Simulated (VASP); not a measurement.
# B2N3O (P-4m2) in VASP: notebook

B2N3O is run at these levels: PBE; tasks: single point, relaxation of cell and atoms.

All numbers are computed with VASP 6.6.1; they aren't measurements. Logs are shortened: lines on timing, memory, paths and dates and some standing lists are left out, and cuts for length are marked.

## (1) The cell of the first run

It takes space group P-4m2 (No. 115, tetragonal). The conventional cell has a = 3.130 Å, b = 3.130 Å, c = 5.743 Å, α = 90.00°, β = 90.00°, γ = 90.00°. Within 2.1 Å of B (site symmetry 2mm) lie 1 B at 1.61 Å and 3 N at 1.84 to 2.07 Å. Within 2.4 Å of N (site symmetry 2mm) lie 2 B at 1.84 Å and 2 N at 1.91 Å and 2 O at 1.91 Å. Within 2.5 Å of N (site symmetry -4m2) lie 4 N at 1.91 Å and 2 B at 2.07 Å and 4 O at 2.21 Å. Within 2.5 Å of O (site symmetry -4m2) lie 8 N at 1.91 to 2.21 Å.

The cell was built from a structure type or drawn by symmetry, and may not be a known phase.

## (2) Single point, PBE

Input file INCAR:

```
SYSTEM = B2N3O
ALGO     = Normal         ! electronic algorithm
EDIFF    = 1E-6           ! SCF threshold, eV
ENCUT    = 520            ! plane-wave cutoff, eV
GGA      = PE             ! functional
ISIF     = 2              ! what is computed and relaxed
ISMEAR   = 0              ! smearing method
LASPH    = .True.         ! aspherical terms in the spheres
LCHARG   = .True.         ! write CHGCAR
LELF     = .True.         ! ELF
LREAL    = .False.        ! projectors in reciprocal space
LVHAR    = .True.       
LWAVE    = .False.        ! write WAVECAR
NBANDS   = 22             ! bands
NELM     = 80             ! most SCF steps
PREC     = Accurate       ! precision mode
SIGMA    = 0.1            ! smearing width, eV
```

Input file KPOINTS:

```
k-points
0
Gamma
  6 6 4
  0 0 0
```

Input file POSCAR:

```
B2N3O
1.0
    3.1297004300      0.0000000000      0.0000000000
    0.0000000000      3.1297004300      0.0000000000
    0.0000000000      0.0000000000      5.7427081800
B N O
2 3 1
Direct
    0.0000000000      0.0000000000      0.3600756000
    0.0000000000      0.0000000000      0.6399244000
    0.0000000000      0.5000000000      0.8080149400
    0.5000000000      0.0000000000      0.1919850600
    0.0000000000      0.0000000000      0.0000000000
    0.5000000000      0.5000000000      0.0000000000
```

Potentials or basis: VASP PAW PBE potentials, release 64 (B, N, O).

The run is started by

```bash
> cat potpaw_PBE.64/B/POTCAR potpaw_PBE.64/N/POTCAR potpaw_PBE.64/O/POTCAR > POTCAR
> mpirun -np 1 vasp_std > vasp.out
```

OUTCAR:

```text
SYSTEM = B2N3O
   EDIFF = 1E-6
   ENCUT = 520
   GGA = PE
   ISIF = 2
   ISMEAR = 0
   LASPH = .True.
   LREAL = .False.
   NELM = 80
   PREC = Accurate

 ion  position               nearest neighbor table
   1  0.000  0.000  0.360-   2 1.61   4 1.84   4 1.84
   2  0.000  0.000  0.640-   1 1.61   3 1.84   3 1.84
   3  0.000  0.500  0.808-   2 1.84   2 1.84
   4  0.500  0.000  0.192-   1 1.84   1 1.84
   5  0.000  0.000  0.000-
   6  0.500  0.500  0.000-

  LATTYP: Found a simple tetragonal cell.
 ALAT       =     3.1297004300
 C/A-ratio  =     1.8349066655

  Lattice vectors:

 A1 = (   3.1297004300,   0.0000000000,   0.0000000000)
 A2 = (   0.0000000000,   3.1297004300,   0.0000000000)
 A3 = (   0.0000000000,   0.0000000000,   5.7427081800)

Analysis of symmetry for initial positions (statically):
=====================================================================
 Subroutine PRICEL returns:
 Original cell was already a primitive cell.

 Routine SETGRP: Setting up the symmetry group for a
 simple tetragonal supercell.

 Subroutine GETGRP returns: Found  8 space group operations
 (whereof  8 operations were pure point group operations)
 out of a pool of 16 trial point group operations.

The static configuration has the point symmetry D_2d.

Analysis of symmetry for dynamics (positions and initial velocities):
=====================================================================
 Subroutine PRICEL returns:
 Original cell was already a primitive cell.

 Routine SETGRP: Setting up the symmetry group for a
 simple tetragonal supercell.

 Subroutine GETGRP returns: Found  8 space group operations
 (whereof  8 operations were pure point group operations)
 out of a pool of 16 trial point group operations.

The dynamic configuration has the point symmetry D_2d.

 Subroutine INISYM returns: Found  8 space group operations
 (whereof  8 operations are pure point group operations),
 and found     1 'primitive' translations

----------------------------------------------------------------------------------------

                                     Primitive cell

  volume of cell :      56.2500

  direct lattice vectors                    reciprocal lattice vectors
     3.129700430  0.000000000  0.000000000     0.319519399  0.000000000  0.000000000
     0.000000000  3.129700430  0.000000000     0.000000000  0.319519399  0.000000000
     0.000000000  0.000000000  5.742708180     0.000000000  0.000000000  0.174133870

  length of vectors
     3.129700430  3.129700430  5.742708180     0.319519399  0.319519399  0.174133870

  position of ions in fractional coordinates (direct lattice)
     0.000000000  0.000000000  0.360075600
     0.000000000  0.000000000  0.639924400
     0.000000000  0.500000000  0.808014940
     0.500000000  0.000000000  0.191985060
     0.000000000  0.000000000  0.000000000
     0.500000000  0.500000000  0.000000000

  ion indices of the primitive-cell ions
   primitive index   ion index
                 1           1
                 2           2
                 3           3
                 4           4
                 5           5
                 6           6

----------------------------------------------------------------------------------------

 KPOINTS: k-points

Automatic generation of k-mesh.
 Grid dimensions read from file:
 generate k-points for:    6    6    4

 Generating k-lattice:

  Cartesian coordinates                     Fractional coordinates (reciprocal lattice)
     0.053253233  0.000000000  0.000000000     0.166666667  0.000000000  0.000000000
     0.000000000  0.053253233  0.000000000     0.000000000  0.166666667  0.000000000
     0.000000000  0.000000000  0.043533468     0.000000000  0.000000000  0.250000000

  Length of vectors
     0.053253233  0.053253233  0.043533468

  Shift w.r.t. Gamma in fractional coordinates (k-lattice)
     0.000000000  0.000000000  0.000000000

 Subroutine IBZKPT returns following result:
 ===========================================

 Found     30 irreducible k-points:

 Following reciprocal coordinates:
            Coordinates               Weight
  0.000000  0.000000  0.000000      1.000000
  0.166667  0.000000  0.000000      4.000000
  0.333333  0.000000  0.000000      4.000000
  0.500000  0.000000  0.000000      2.000000
  0.166667  0.166667  0.000000      4.000000
  0.333333  0.166667  0.000000      8.000000
[... 16 lines left out ...]
  0.333333  0.000000  0.500000      4.000000
  0.500000  0.000000  0.500000      2.000000
 [... further k-points ...]
   k-points           NKPTS =     30   k-points in BZ     NKDIM =     30   number of bands    NBANDS=     22
   number of dos      NEDOS =    301   number of ions     NIONS =      6
   total plane-waves  NPLWV =  27648
   dimension x,y,z NGX =    24 NGY =   24 NGZ =   48
   dimension x,y,z NGXF=    48 NGYF=   48 NGZF=   96
   ions per type =               2   3   1
   NGX,Y,Z   is equivalent  to a cutoff of  12.75, 12.75, 13.90 a.u.
   NGXF,Y,Z  is equivalent  to a cutoff of  25.50, 25.50, 27.79 a.u.
 SYSTEM =  B2N3O
   PREC   = accura    normal or accurate (medium, high low for compatibility)
   ISTART =      0    job   : 0-new  1-cont  2-samecut
   ICHARG =      2    charge: 1-file 2-atom 10-const
   ISPIN  =      1    spin polarized calculation?
   LNONCOLLINEAR =      F non collinear calculations
   LSORBIT =      F    spin-orbit coupling
   LASPH  =      T    aspherical Exc in radial PAW
   ENCUT  =  520.0 eV  38.22 Ry    6.18 a.u.   5.82  5.82 10.68*2*pi/ulx,y,z
   NELM   =     80;   NELMIN=  2; NELMDL= -5     # of ELM steps
   EDIFF  = 0.1E-05   stopping-criterion for ELM
   LREAL  =      F    real-space projection
   EDIFFG = 0.1E-04   stopping-criterion for IOM
   NSW    =      0    number of steps for IOM
   IBRION =     -1    ionic relax: 0-MD 1-quasi-New 2-CG
   NFREE  =      0    steps in history (QN), initial steepest desc. (CG)
   ISIF   =      2    stress and relaxation
   ISYM   =      2    0-nonsym 1-usesym 2-fastsym
   POTIM  = 0.5000    time-step for ionic-motion
   TEBEG  =    0.0;   TEEND  =   0.0 temperature during run
   PSTRESS=    0.0 pullay stress
   NELECT =      27.0000    total number of electrons
   NUPDOWN=      -1.0000    fix difference up-down
   EMIN   =  10.00;   EMAX   =-10.00  energy-range for DOS
   EFERMI =   0.00;   METHOD = LEGACY
   ISMEAR =     0;   SIGMA  =   0.10  broadening in eV -4-tet -1-fermi 0-gaus
   EFERMI_NEDOS =   21; number of points for ismear=-14 and -15
   IALGO  =     38    algorithm
   IMIX   =      4    mixing-type and parameters
     AMIX     =   0.40;   BMIX     =  1.00
     AMIX_MAG =   1.60;   BMIX_MAG =  1.00
  volume/ion in A,a.u.               =       9.37        63.27
  Fermi-wavevector in a.u.,A,eV,Ry     =   1.281805  2.422260 22.354702  1.643024
  Thomas-Fermi vector in A             =   2.414154
   LORBIT       =      0    0 simple, 1 ext, 2 COOP (PROOUT), +10 PAW based schemes
   GGA     = PE    functional components
   LHFCALC =     F    Hartree Fock is set to
   AEXX    =    0.0000 exact exchange contribution
   IVDW    =     0    specifies the selected vdW correction
   LEPSILON=     F    determine dielectric tensor
   LRPA    =     F    only Hartree local field effects (RPA)
 non-spin polarized calculation
 Gauss-broadening in eV      SIGMA  =   0.10
  energy-cutoff  :      520.00
  volume of cell :       56.25
 maximum number of plane-waves:      1552
 NGX is ok and might be reduce to    24
   NGX = 11   NGY = 11   NGZ = 21

 number of electron      27.0000002 magnetization

 Free energy of the ion-electron system (eV)
  ---------------------------------------------------
  ext. energy  EPLUGINS =         0.00000000
  ---------------------------------------------------
  free energy    TOTEN  =       -27.33567337 eV

  energy without entropy =      -27.31158885  energy(sigma->0) =      -27.32363111

 E-fermi :   3.8015     XC(G=0): -10.7526

 val. band max:        3.8010942974   @ k =   0.1667   0.0000   0.2500
 cond. band min:       3.8209757478   @ k =   0.3333   0.1667   0.0000
 fundamental gap:      0.0198814505
 Fermi energy:         3.8014744287

 k-point     1 :       0.0000    0.0000    0.0000
  band No.  band energies     occupation
      1     -17.7858      2.00000
      2     -12.3728      2.00000
      3     -11.3054      2.00000
      4      -7.9693      2.00000
      5      -3.7447      2.00000
      6      -3.7447      2.00000
[... 14 lines left out ...]
     21       8.5595      0.00000
     22      12.6234      0.00000

 k-point     2 :       0.1667    0.0000    0.0000
  band No.  band energies     occupation
      1     -17.5156      2.00000
      2     -12.3863      2.00000
      3     -11.5445      2.00000
      4      -8.1484      2.00000
      5      -4.2009      2.00000
      6      -3.5020      2.00000
[... 14 lines left out ...]
     21       9.0557      0.00000
     22      12.7683      0.00000

 k-point     3 :       0.3333    0.0000    0.0000
  band No.  band energies     occupation
      1     -16.7719      2.00000
      2     -13.3673      2.00000
      3     -11.0894      2.00000
      4      -8.6929      2.00000
      5      -4.8764      2.00000
      6      -2.8325      2.00000
[... 14 lines left out ...]
     21       9.5032      0.00000
     22      12.1814      0.00000
[... 476 lines left out ...]
 k-point    23 :       0.3333    0.0000    0.5000
  band No.  band energies     occupation
      1     -16.7610      2.00000
      2     -13.3715      2.00000
      3     -11.2015      2.00000
      4      -8.6182      2.00000
      5      -4.2214      2.00000
      6      -3.0544      2.00000
[... 14 lines left out ...]
     21      10.4335      0.00000
     22      12.0638      0.00000

 k-point    24 :       0.5000    0.0000    0.5000
  band No.  band energies     occupation
      1     -16.1012      2.00000
      2     -14.2432      2.00000
      3     -10.4040      2.00000
      4      -9.5881      2.00000
      5      -3.6921      2.00000
      6      -3.0878      2.00000
[... 14 lines left out ...]
     21      10.6278      0.00000
     22      11.9951      0.00000

 [... further k-points ...]
[... 5 lines left out ...]
  --------------------------------------------------------------------------------------
  -------------------------------------------------------------------------------------
  Total        0.7198128      0.7198128     -3.3829086      0.0000000     -0.0000000      0.0000000
  in kB       20.5025484     20.5025484    -96.3559552      0.0000000     -0.0000000      0.0000000
  external PRESSURE =     -18.4502862 kB  Pullay stress =       0.0000000 kB

 VOLUME and BASIS-vectors are now :
 -----------------------------------------------------------------------------
  energy-cutoff  :      520.00
  volume of cell :       56.25
      direct lattice vectors                 reciprocal lattice vectors
     3.129700430  0.000000000  0.000000000     0.319519399  0.000000000  0.000000000
     0.000000000  3.129700430  0.000000000     0.000000000  0.319519399  0.000000000
     0.000000000  0.000000000  5.742708180     0.000000000  0.000000000  0.174133870

 POSITION                                       TOTAL-FORCE (eV/Angst)
 -----------------------------------------------------------------------------------
      0.00000      0.00000      2.06781         0.000000     -0.000000     -2.880919
      0.00000      0.00000      3.67490        -0.000000     -0.000000      2.880919
      0.00000      1.56485      4.64019        -0.000000     -0.000000     -3.860844
      1.56485      0.00000      1.10251        -0.000000     -0.000000      3.860844
      0.00000      0.00000      0.00000        -0.000000      0.000000     -0.000000
      1.56485      1.56485      0.00000        -0.000000      0.000000     -0.000000
 -----------------------------------------------------------------------------------
    total drift:                                0.000000     -0.000000     -0.000000

  FREE ENERGIE OF THE ION-ELECTRON SYSTEM (eV)
  ---------------------------------------------------
  free  energy   TOTEN  =       -27.3356733682 eV

  energy  without entropy=      -27.3115888525  energy(sigma->0) =      -27.32363111
```

Run time: 19 s. Hardware: 1 thread of Intel Xeon Platinum 8488C (Sapphire Rapids), shared host; peak memory 0.18 GiB.

What came out:

```yaml
Free_energy: -27.3357 eV
Pressure: -1.8 GPa
Largest_force: 3.861 eV/Å
Band_gap_on_the_k_mesh: zero (an odd number of electrons rules out a gap without spin polarisation)
```

Forces in eV/Å, atoms in the order of the input:
```
B    0.000  0.000 -2.881
B    0.000  0.000  2.881
N    0.000  0.000 -3.861
N    0.000  0.000  3.861
N    0.000  0.000  0.000
O    0.000  0.000  0.000
```

Stress tensor (GPa, compression positive):
```
 2.05  0.00  0.00
 0.00  2.05  0.00
 0.00  0.00 -9.64
```

Caveat: an odd number of electrons without spin polarisation forces a metal; a magnetic or distorted state may lie lower.

(Part 1 of 3 ends here.)
